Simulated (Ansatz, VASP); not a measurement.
One calculation of LiF, two programs

The input INCAR:

```
ALGO = Normal
EDIFF = 1E-8
ENCUT = 520
GGA = PE
ISIF = 2
ISMEAR = -1
LASPH = T
LCHARG = F
LEFG = T
LREAL = F
LWAVE = F
NBANDS = 12
NELM = 100
PREC = Accurate
SIGMA = 0.03
```

The input KPOINTS:

```
k-points
0
Gamma
  14 14 14
```

Contents of POSCAR:

```
LiF
1.0
    0.0000000000      2.0674029637      2.0674029637
    2.0674029637      0.0000000000      2.0674029637
    2.0674029637      2.0674029637      0.0000000000
Li F
1 1
Direct
    0.0000000000      0.0000000000      0.0000000000
    0.5000000000      0.5000000000      0.5000000000
```

Input for Ansatz:

```yaml
crystal:
  lattice:
    - [0.0, 2.0674029637, 2.0674029637]
    - [2.0674029637, 0.0, 2.0674029637]
    - [2.0674029637, 2.0674029637, 0.0]
  atoms:
    - { symbol: Li, position: [0.0, 0.0, 0.0] }
    - { symbol: F, position: [0.5, 0.5, 0.5] }
kpoints:
  mp_grid: { grid: [14, 14, 14] }
scf:
  occupations: { method: fermi_dirac, width: 0.03 }
hamiltonian:
  xc: pbe
  pseudopotentials: { kind: paw }
output:
  forces: true
  stress: true
  eigenvalues: true
  efg: { contact_densities: true }
```

Change from the starting cell: volume scaled by 1.05, PAW files.

Alike in both runs: task electric field gradients; functional PBE; k mesh 14 × 14 × 14; occupations fermi-dirac, width 0.03 eV; no spin polarisation.

```csv
,VASP,Ansatz
version,VASP 6.6.1,Ansatz 0.2.0
potentials or method,"VASP PAW PBE potentials, release 64 (Li_sv, F)","PAW with Ansatz's default frozen-core files, scalar-relativistic"
plane-wave cutoff (eV),520,420
valence electrons in the cell,10,10
```

|  | VASP | Ansatz | Ansatz less VASP |
| --- | --- | --- | --- |
| gap on the k mesh at the Fermi level (eV) | 8.42 | 8.42 | +0.001 |

The functional is the same, so the differences come from potentials, cutoffs and numerics.

Noted on VASP's run: the cutoff is short for stress, so the pressure is rough.
